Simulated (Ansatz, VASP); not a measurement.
## Two plane-wave programs on CsSnI3

The input POSCAR:

```
CsSnI3
1.0
    4.2029930000      2.4265950000      3.5568200000
   -4.2029930000      2.4265950000      3.5568200000
    0.0000000000     -4.8532000000      3.5568200000
I Cs Sn
3 1 1
Direct
    0.5069300000      0.9987400000      0.5069300000
    0.5069300000      0.5069300000      0.9987400000
    0.9987400000      0.5069300000      0.5069300000
    0.0100000000      0.0100000000      0.0100000000
    0.5394300000      0.5394300000      0.5394300000
```

The input INCAR.step1:

```
SYSTEM = CsSnI3
ALGO     = Normal         ! electronic algorithm
EDIFF    = 1E-4           ! SCF threshold, eV
ENCUT    = 520            ! plane-wave cutoff, eV
GGA      = PE             ! functional
ISMEAR   = -1             ! smearing method
LASPH    = .TRUE.         ! aspherical terms in the spheres
LCHARG   = .FALSE.        ! write CHGCAR
LREAL    = .FALSE.        ! projectors in reciprocal space
LWAVE    = .TRUE.         ! write WAVECAR
NBANDS   = 30             ! bands
NELM     = 100            ! most SCF steps
PREC     = Accurate       ! precision mode
SIGMA    = 0.1            ! smearing width, eV
```

Contents of INCAR.step2:

```
SYSTEM = CsSnI3
ALGO     = Normal         ! electronic algorithm
EDIFF    = 1E-7           ! SCF threshold, eV
ENCUT    = 520            ! plane-wave cutoff, eV
ISIF     = 2              ! what is computed and relaxed
ISMEAR   = -1             ! smearing method
ISTART   = 1            
LASPH    = .TRUE.         ! aspherical terms in the spheres
LCHARG   = .FALSE.        ! write CHGCAR
LMIXTAU  = .TRUE.       
LREAL    = .FALSE.        ! projectors in reciprocal space
LWAVE    = .FALSE.        ! write WAVECAR
METAGGA  = R2SCAN         ! meta-GGA
NBANDS   = 30             ! bands
NELM     = 100            ! most SCF steps
PREC     = Accurate       ! precision mode
SIGMA    = 0.1            ! smearing width, eV
```

File KPOINTS:

```
k-points
0
G
  4 4 4
  0 0 0
```

Input for Ansatz:

```yaml
crystal:
  lattice:
    - [4.202993, 2.426595, 3.55682]
    - [-4.202993, 2.426595, 3.55682]
    - [0.0, -4.8532, 3.55682]
  atoms:
    - { symbol: I, position: [0.50693, 0.99874, 0.50693] }
    - { symbol: I, position: [0.50693, 0.50693, 0.99874] }
    - { symbol: I, position: [0.99874, 0.50693, 0.50693] }
    - { symbol: Cs, position: [0.01, 0.01, 0.01] }
    - { symbol: Sn, position: [0.53943, 0.53943, 0.53943] }
  symmetry: { tolerance: 0.0003 }
kpoints:
  mp_grid: { grid: [4, 4, 4], shift: [0, 0, 0] }
  band_path:
    path:
      - [0.0, 0.0, 0.0]
      - [0.5, 0.5, 0.5]
      - [0.52303396, 0.47696604, 0.5]
      - [0.5, -0.47696604, 0.47696604]
      - [0.5, 0.0, 0.0]
      - [0.0, 0.0, 0.0]
      - [0.48848302, -0.48848302, 0.0]
      - [0.51151698, 0.0, 0.48848302]
      - [0.5, 0.0, 0.5]
      - [0.0, 0.0, 0.0]
    npoints: 6
magnetization:
  spin_polarized: false
scf:
  occupations: { method: fermi_dirac }
  lower_state_search: "off"
  max_iter: 200
hamiltonian:
  pseudopotentials: { kind: paw }
  xc: r2scan
basis:
  ecutwfc: 500
  fft_grid_basis: typed
output:
  forces: true
  stress: true
  eigenvalues: true
  bader: true
  populations: true
  elf: true
  write_potential: true
  volumetric_format: npy
  dos:
    e_range: [-12, 8]
    de: 0.05
    projected: { site_lists: { Cs: [Cs], I: [I], Sn: [Sn] } }
checkpoint:
  read: saved_state
```

Alike in both runs: task single point; functional r2SCAN; k mesh 4 × 4 × 4; no spin polarisation.

|  | VASP | Ansatz |
| --- | --- | --- |
| version | VASP 6.6.1 | Ansatz 0.2.0 |
| potentials or method | VASP PAW PBE potentials, release 64 (I, Cs_sv, Sn_d), cutoff 520 eV | PAW plane waves |
| occupations | fermi-dirac, width 0.1 eV | fermi-dirac |
| valence electrons in the cell | 44 | 74 |

|  | VASP | Ansatz | Ansatz less VASP |
| --- | --- | --- | --- |
| pressure (GPa) | 3.6 | 3.6 | -0.01 |
| traceless stress, the component that is largest in VASP (GPa) | -0.36 | -0.35 | +0.006 |
| rms of the force components (eV/Å) | 0.522 | 0.513 | -0.0092 |

VASP's potentials were made for PBE, not for r2SCAN. Atom by atom the forces differ by 0.009 eV/Å (rms over components). VASP's potentials hold 44 valence electrons a cell and Ansatz's 74, so a difference there can come from the potentials and not from the codes. Ansatz's warnings: structure snapped to symmetry.

Neither program's run includes spin-orbit coupling.
